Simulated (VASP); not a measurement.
# Zr (P6_3/mmc) in VASP: a series of runs

The runs below take Zr through relaxation of cell and atoms, with PBEsol.

Program: VASP 6.6.1. These are calculated values, not measurements. Logs are shortened: lines on timing, memory, paths and dates and some standing lists are left out, and cuts for length are marked.

## 1. The cell of the first run

The structure is hexagonal, space group P6_3/mmc (No. 194). The conventional cell has a = 2.504 Å, b = 2.504 Å, c = 4.056 Å, α = 90.00°, β = 90.00°, γ = 120.00°. Within 3.3 Å of Zr (site symmetry -6m2) lie 12 Zr at 2.49 to 2.50 Å.

## 2. Relaxation of cell and atoms, PBEsol, target pressure 220 GPa, at which the enthalpy is minimised

Contents of INCAR:

```
SYSTEM = Zr
PREC = Accurate ; ENCUT = 600
EDIFF = 1E-6 ; ISMEAR = -1
SIGMA = 0.08 ; LREAL = .False.
LASPH = .True. ; NELM = 60
ALGO = Normal ; ISIF = 3
LWAVE = .False. ; LCHARG = .False.
GGA = PS ; IBRION = 2
NSW = 60 ; EDIFFG = -0.005
PSTRESS = 2200.0
```

Contents of KPOINTS:

```
regular mesh
0
Gamma
  18 18 10
  0 0 0
```

Contents of POSCAR:

```
Zr
1.0
    2.5035908806      0.0000000000      0.0000000000
   -1.2517954403      2.1681733033      0.0000000000
    0.0000000000      0.0000000000      4.0558172266
Zr
2
Direct
    0.3333333333      0.6666666667      0.2500000000
    0.6666666667      0.3333333333      0.7500000000
```

Potentials or basis: VASP PAW PBE potentials, release 64 (Zr_sv).

Command:

```sh
> cat potpaw_PBE.64/Zr_sv/POTCAR > POTCAR
> mpirun -np 1 vasp_std > vasp.out
```

OUTCAR:

```text
SYSTEM = Zr
   PREC = Accurate
   ENCUT = 600
   EDIFF = 1E-6
   ISMEAR = -1
   LREAL = .False.
   LASPH = .True.
   NELM = 60
   ISIF = 3
   GGA = PS
   IBRION = 2
   NSW = 60
   EDIFFG = -0.005
   PSTRESS = 2200.0

 ion  position               nearest neighbor table
   1  0.333  0.667  0.250-   2 2.49   2 2.49   2 2.49   2 2.49   2 2.49   2 2.49   2 3.53   2 3.53
                             2 3.53   2 3.53   2 3.53   2 3.53
   2  0.667  0.333  0.750-   1 2.49   1 2.49   1 2.49   1 2.49   1 2.49   1 2.49   1 3.53   1 3.53
                             1 3.53   1 3.53   1 3.53   1 3.53

  LATTYP: Found a hexagonal cell.
 ALAT       =     2.5035908806
 C/A-ratio  =     1.6200000000

  Lattice vectors:

 A1 = (   2.5035908806,   0.0000000000,   0.0000000000)
 A2 = (  -1.2517954403,   2.1681733033,   0.0000000000)
 A3 = (   0.0000000000,   0.0000000000,   4.0558172266)

Analysis of symmetry for initial positions (statically):
=====================================================================
 Subroutine PRICEL returns:
 Original cell was already a primitive cell.

 Routine SETGRP: Setting up the symmetry group for a
 hexagonal supercell.

 Subroutine GETGRP returns: Found 24 space group operations
 (whereof 12 operations were pure point group operations)
 out of a pool of 24 trial point group operations.

The static configuration has the point symmetry D_3d.
 The point group associated with its full space group is D_6h.

Analysis of symmetry for dynamics (positions and initial velocities):
=====================================================================
 Subroutine PRICEL returns:
 Original cell was already a primitive cell.

 Routine SETGRP: Setting up the symmetry group for a
 hexagonal supercell.

 Subroutine GETGRP returns: Found 24 space group operations
 (whereof 12 operations were pure point group operations)
 out of a pool of 24 trial point group operations.

The dynamic configuration has the point symmetry D_3d.
 The point group associated with its full space group is D_6h.

 Subroutine INISYM returns: Found 24 space group operations
 (whereof 12 operations are pure point group operations),
 and found     1 'primitive' translations

----------------------------------------------------------------------------------------

                                     Primitive cell

  volume of cell :      22.0159

  direct lattice vectors                    reciprocal lattice vectors
     2.503590881  0.000000000  0.000000000     0.399426283  0.230608872  0.000000000
    -1.251795440  2.168173303  0.000000000     0.000000000  0.461217744  0.000000000
     0.000000000  0.000000000  4.055817227     0.000000000  0.000000000  0.246559434

  length of vectors
     2.503590881  2.503590881  4.055817227     0.461217744  0.461217744  0.246559434

  position of ions in fractional coordinates (direct lattice)
     0.333333333  0.666666667  0.250000000
     0.666666667  0.333333333  0.750000000

  ion indices of the primitive-cell ions
   primitive index   ion index
                 1           1
                 2           2

----------------------------------------------------------------------------------------

 KPOINTS: regular mesh

Automatic generation of k-mesh.
 Grid dimensions read from file:
 generate k-points for:   18   18   10

 Generating k-lattice:

  Cartesian coordinates                     Fractional coordinates (reciprocal lattice)
     0.022190349  0.012811604  0.000000000     0.055555556 -0.000000000  0.000000000
     0.000000000  0.025623208  0.000000000     0.000000000  0.055555556  0.000000000
     0.000000000  0.000000000  0.024655943     0.000000000  0.000000000  0.100000000

  Length of vectors
     0.025623208  0.025623208  0.024655943

  Shift w.r.t. Gamma in fractional coordinates (k-lattice)
     0.000000000  0.000000000  0.000000000

 Subroutine IBZKPT returns following result:
 ===========================================

 Found    222 irreducible k-points:

 Following reciprocal coordinates:
            Coordinates               Weight
  0.000000  0.000000  0.000000      1.000000
  0.055556  0.000000  0.000000      6.000000
  0.111111  0.000000  0.000000      6.000000
  0.166667 -0.000000  0.000000      6.000000
  0.222222  0.000000  0.000000      6.000000
  0.277778 -0.000000  0.000000      6.000000
[... 16 lines left out ...]
  0.333333  0.111111  0.000000     12.000000
  0.388889  0.111111  0.000000     12.000000
 [... further k-points ...]
   k-points           NKPTS =    222   k-points in BZ     NKDIM =    222   number of bands    NBANDS=     16
   number of dos      NEDOS =    301   number of ions     NIONS =      2
   total plane-waves  NPLWV =  12800
   dimension x,y,z NGX =    20 NGY =   20 NGZ =   32
   dimension x,y,z NGXF=    40 NGYF=   40 NGZF=   64
   ions per type =               2
   NGX,Y,Z   is equivalent  to a cutoff of  13.28, 13.28, 13.12 a.u.
   NGXF,Y,Z  is equivalent  to a cutoff of  26.56, 26.56, 26.23 a.u.
 SYSTEM =  Zr
   PREC   = accura    normal or accurate (medium, high low for compatibility)
   ISTART =      0    job   : 0-new  1-cont  2-samecut
   ICHARG =      2    charge: 1-file 2-atom 10-const
   ISPIN  =      1    spin polarized calculation?
   LNONCOLLINEAR =      F non collinear calculations
   LSORBIT =      F    spin-orbit coupling
   LASPH  =      T    aspherical Exc in radial PAW
   ENCUT  =  600.0 eV  44.10 Ry    6.64 a.u.   5.00  5.00  8.10*2*pi/ulx,y,z
   NELM   =     60;   NELMIN=  2; NELMDL= -5     # of ELM steps
   EDIFF  = 0.1E-05   stopping-criterion for ELM
   LREAL  =      F    real-space projection
   EDIFFG = -.5E-02   stopping-criterion for IOM
   NSW    =     60    number of steps for IOM
   IBRION =      2    ionic relax: 0-MD 1-quasi-New 2-CG
   NFREE  =      1    steps in history (QN), initial steepest desc. (CG)
   ISIF   =      3    stress and relaxation
   ISYM   =      2    0-nonsym 1-usesym 2-fastsym
   POTIM  = 0.5000    time-step for ionic-motion
   TEBEG  =    0.0;   TEEND  =   0.0 temperature during run
   PSTRESS= 2200.0 pullay stress
   NELECT =      24.0000    total number of electrons
   NUPDOWN=      -1.0000    fix difference up-down
   EMIN   =  10.00;   EMAX   =-10.00  energy-range for DOS
   EFERMI =   0.00;   METHOD = LEGACY
   ISMEAR =    -1;   SIGMA  =   0.08  broadening in eV -4-tet -1-fermi 0-gaus
   EFERMI_NEDOS =   21; number of points for ismear=-14 and -15
   IALGO  =     38    algorithm
   IMIX   =      4    mixing-type and parameters
     AMIX     =   0.40;   BMIX     =  1.00
     AMIX_MAG =   1.60;   BMIX_MAG =  1.00
  volume/ion in A,a.u.               =      11.01        74.29
  Fermi-wavevector in a.u.,A,eV,Ry     =   1.684871  3.183945 38.624089  2.838790
  Thomas-Fermi vector in A             =   2.767816
   LORBIT       =      0    0 simple, 1 ext, 2 COOP (PROOUT), +10 PAW based schemes
   GGA     = PS    functional components
   LHFCALC =     F    Hartree Fock is set to
   AEXX    =    0.0000 exact exchange contribution
   IVDW    =     0    specifies the selected vdW correction
   LEPSILON=     F    determine dielectric tensor
   LRPA    =     F    only Hartree local field effects (RPA)
 conjugate gradient relaxation of ions
 non-spin polarized calculation
  energy-cutoff  :      600.00
  volume of cell :       22.02
 maximum number of plane-waves:       762
 NGX is ok and might be reduce to    20
   NGX =  9   NGY =  9   NGZ = 17

--------------------------------------- Ionic step        1  -------------------------------------------

 number of electron      24.0000000 magnetization

 Free energy of the ion-electron system (eV)
  ---------------------------------------------------
  ext. energy  EPLUGINS =         0.00000000
  ---------------------------------------------------
  free energy    TOTEN  =        -8.77878537 eV

  energy without entropy =       -8.75755377  energy(sigma->0) =       -8.76816957

------------------------ aborting loop because EDIFF is reached ----------------------------------------

  FORCE on cell =-STRESS in cart. coord.  units (eV):
  Direction    XX          YY          ZZ          XY          YZ          ZX
  --------------------------------------------------------------------------------------
  -------------------------------------------------------------------------------------
  Total       29.1593315     29.1593315     33.1838430      0.0000000      0.0000000      0.0000000
  in kB     2122.0343839   2122.0343839   2414.9132457      0.0000000      0.0000000      0.0000000
  external PRESSURE =      19.6606712 kB  Pullay stress =    2200.0000000 kB
[... 93 lines left out ...]
  FREE ENERGIE OF THE ION-ELECTRON SYSTEM (eV)
  ---------------------------------------------------
  free  energy   TOTEN  =        -9.4424652170 eV

  energy  without entropy=       -9.4220625514  energy(sigma->0) =       -9.43226388

  enthalpy is  TOTEN    =        21.2999444681 eV   P V=       30.7424096852

[... ionic steps 4 to 13 ...]

--------------------------------------- Ionic step       14  -------------------------------------------

 number of electron      24.0000000 magnetization

------------------------ aborting loop because EDIFF is reached ----------------------------------------

  FORCE on cell =-STRESS in cart. coord.  units (eV):
  Direction    XX          YY          ZZ          XY          YZ          ZX
  --------------------------------------------------------------------------------------
  -------------------------------------------------------------------------------------
  Total       30.3991035     30.3991035     30.3942652      0.0000000      0.0000000      0.0000000
  in kB     2199.0030836   2199.0030838   2198.6530895      0.0000000      0.0000000      0.0000000
  external PRESSURE =      -1.1135810 kB  Pullay stress =    2200.0000000 kB
[... 61 lines left out ...]
  enthalpy is  TOTEN    =        21.2937481757 eV   P V=       30.4104919146

--------------------------------------- Ionic step       16  -------------------------------------------

 number of electron      24.0000000 magnetization

 Free energy of the ion-electron system (eV)
  ---------------------------------------------------
  ext. energy  EPLUGINS =         0.00000000
  ---------------------------------------------------
  free energy    TOTEN  =        -9.11378276 eV

  energy without entropy =       -9.09398217  energy(sigma->0) =       -9.10388247

 E-fermi :  19.9970     XC(G=0): -15.1042

 val. band max:       19.9693767720   @ k =   0.3889   0.2222   0.1000
 cond. band min:      20.0175372254   @ k =   0.2222   0.1111   0.0000
 fundamental gap:      0.0481604534
 Fermi energy:        19.9969880252

 k-point     1 :       0.0000    0.0000    0.0000
  band No.  band energies     occupation
      1     -29.9146      2.00000
      2     -28.4436      2.00000
      3     -10.2327      2.00000
      4      -4.0827      2.00000
      5      -3.6031      2.00000
      6      -3.6031      2.00000
[... 8 lines left out ...]
     15      21.8954      0.00000
     16      25.1422      0.00000
[... 420 lines left out ...]
  band No.  band energies     occupation
      1     -27.7076      2.00000
      2     -27.1687      2.00000
      3      -9.9989      2.00000
      4      -9.1453      2.00000
      5      -7.1776      2.00000
      6      -6.0129      2.00000
[... 8 lines left out ...]
     15      23.6471      0.00000
     16      29.3391      0.00000

 [... further k-points ...]

------------------------ aborting loop because EDIFF is reached ----------------------------------------

  FORCE on cell =-STRESS in cart. coord.  units (eV):
  Direction    XX          YY          ZZ          XY          YZ          ZX
  --------------------------------------------------------------------------------------
  -------------------------------------------------------------------------------------
  Total       30.4116769     30.4116769     30.4074617      0.0000000      0.0000000      0.0000000
  in kB     2200.3000129   2200.3000133   2199.9950419      0.0000000      0.0000000      0.0000000
  external PRESSURE =       0.1983560 kB  Pullay stress =    2200.0000000 kB
[... 17 lines left out ...]
  FREE ENERGIE OF THE ION-ELECTRON SYSTEM (eV)
  ---------------------------------------------------
  free  energy   TOTEN  =        -9.1137827635 eV

  energy  without entropy=       -9.0939821725  energy(sigma->0) =       -9.10388247

  enthalpy is  TOTEN    =        21.2937474510 eV   P V=       30.4075302145

 reached required accuracy - stopping structural energy minimisation
```

Run time: 11 min. Hardware: 1 thread of Intel Xeon 8259CL, shared host; peak memory 0.21 GiB.

Results:

| Property | Result |
| --- | --- |
| Free energy | -9.1138 eV |
| Relaxed volume | 11.07 Å³/atom |
| Relaxed cell | a = 2.426 Å, b = 2.426 Å, c = 4.343 Å, α = 90.00°, β = 90.00°, γ = 120.00° |
| Space group after relaxing (to 0.1 Å) | P6_3/mmc (No. 194) |
| Energy change on relaxing (the run minimises the enthalpy) | -167.5 meV/atom |
| Ionic steps | 16 |
| Pressure after relaxing | 220.0 GPa |
| Band gap on the k mesh | zero (bands 12 and 13 overlap by 1.88 eV) |

The path:
```
step  energy change (eV)  largest force (eV/Å)  pressure (GPa)  volume (Å³)
   1              0.0000                0.0000          221.97        22.02
   2             -0.6531                0.0000          212.30        22.38
   3             -0.6637                0.0000          212.18        22.39
   4              1.8011                0.0000          274.47        20.79
   5             -0.3903                0.0000          218.83        22.19
   6             -0.3708                0.0000          219.29        22.17
   7             -0.3648                0.0000          219.41        22.17
   8             -0.2972                0.0000          220.82        22.12
   9             -0.3342                0.0000          220.08        22.14
  10             -0.3348                0.0000          220.08        22.14
  11             -0.3499                0.0000          219.76        22.16
  12             -0.3358                0.0000          220.04        22.15
  13             -0.3460                0.0000          219.87        22.15
  14             -0.3404                0.0000          219.89        22.15
  15             -0.3380                0.0000          219.97        22.15
  16             -0.3350                0.0000          220.02        22.14
```

Final structure:
```
CELL_PARAMETERS angstrom
2.42638 0.00000 0.00000
-1.21319 2.10130 0.00000
0.00000 0.00000 4.34332
ATOMIC_POSITIONS crystal
Zr 0.33333 0.66667 0.25000
Zr 0.66667 0.33333 0.75000
```

Levels at points of the mesh, in eV from the Fermi level:
```tsv
k point	band 8	band 9	band 10	band 11	band 12	band 13	band 14	band 15	band 16
(0.00, 0.00, 0.00)	-23.04	-4.28	-4.21	-1.17	0.72	0.72	1.90	1.90	5.15
(0.50, 0.00, 0.00)	-24.30	-6.60	-5.85	-4.12	0.49	0.95	2.36	3.96	10.60
(0.00, 0.00, 0.50)	-23.33	-3.03	-3.03	0.83	0.83	0.83	0.83	1.08	1.08
(0.50, 0.00, 0.50)	-24.89	-6.14	-6.14	-4.53	-4.53	4.45	4.45	6.53	6.53
```

Caveat: the cell is relaxed towards a set pressure, so the run minimises the enthalpy, not the energy; the PAW data sets were made with another functional, which shifts forces and pressure a little.

## 3. Relaxation of cell and atoms, PBEsol, target pressure 220 GPa, at which the enthalpy is minimised

This run uses another cell than the first one, of 11.03 Å³/atom.

Contents of INCAR:

```
ALGO = Normal ; EDIFF = 1E-7
EDIFFG = -0.005 ; ENCUT = 600
GGA = PS ; IBRION = 2
ISIF = 3 ; ISMEAR = -1
LASPH = True ; LCHARG = False
LREAL = False ; LWAVE = False
NELM = 100 ; NSW = 32
PREC = Accurate ; PSTRESS = 2200.0
SIGMA = 0.08
```

Contents of KPOINTS:

```
k-points
0
Gamma
  18 18 10
```

Contents of POSCAR:

```
Zr
1.0
    2.4220612857      0.0000000000      0.0000000000
   -1.2110306428      2.0975666029      0.0000000000
    0.0000000000      0.0000000000      4.3441112805
Zr
2
Direct
    0.3333333333      0.6666666667      0.2500000000
    0.6666666667      0.3333333333      0.7500000000
```

Potentials or basis: VASP PAW PBE potentials, release 64 (Zr_sv).

Command:

```sh
> cat potpaw_PBE.64/Zr_sv/POTCAR > POTCAR
> mpirun -np 1 vasp_std > vasp.out
```

Wall time 6.6 min (1 thread of Intel Xeon 8259CL, shared host); peak memory 0.22 GiB.

The run converged. Its results:

```yaml
Free_energy: -9.1152 eV
Relaxed_volume: 11.07 Å³/atom
Relaxed_cell: a = 2.426 Å, b = 2.426 Å, c = 4.344 Å, α = 90.00°, β = 90.00°, γ = 120.00°
Space_group_after_relaxing_to_0.1_Å: P6_3/mmc (No. 194)
Energy_change_on_relaxing_the_run_minimises_the_enthalpy: -52.1 meV/atom
Ionic_steps: 6
Pressure_after_relaxing: 220.0 GPa
Band_gap_on_the_k_mesh: zero (bands 12 and 13 overlap by 1.87 eV)
```

The path:
```csv
step,energy change (eV),largest force (eV/Å),pressure (GPa),volume (Å³)
1,0.0000,0.0000,222.57,22.07
2,-0.7591,0.0000,204.45,22.64
3,-0.1116,0.0000,219.88,22.15
4,-0.1094,0.0000,219.93,22.15
5,-0.1002,0.0000,220.08,22.14
6,-0.1041,0.0000,220.02,22.15
```

Final structure:
```
Zr
1.0
     2.42625    0.00000    0.00000
    -1.21313    2.10119    0.00000
     0.00000    0.00000    4.34389
Zr
2
Cartesian
  0.0000 1.4008 1.0860
  1.2131 0.7004 3.2579
```

Levels at points of the mesh, in eV from the Fermi level:
```tsv
k point	band 8	band 9	band 10	band 11	band 12	band 13	band 14	band 15	band 16
(0.00, 0.00, 0.00)	-23.04	-4.28	-4.21	-1.17	0.72	0.72	1.90	1.90	5.15
(0.50, 0.00, 0.00)	-24.30	-6.60	-5.85	-4.12	0.49	0.95	2.35	3.96	10.60
(0.00, 0.00, 0.50)	-23.33	-3.03	-3.03	0.83	0.83	0.83	0.83	1.08	1.08
(0.50, 0.00, 0.50)	-24.89	-6.14	-6.14	-4.53	-4.53	4.45	4.45	6.53	6.53
```

Caveat: the cell is relaxed towards a set pressure, so the run minimises the enthalpy, not the energy; the PAW data sets were made with another functional, which shifts forces and pressure a little.
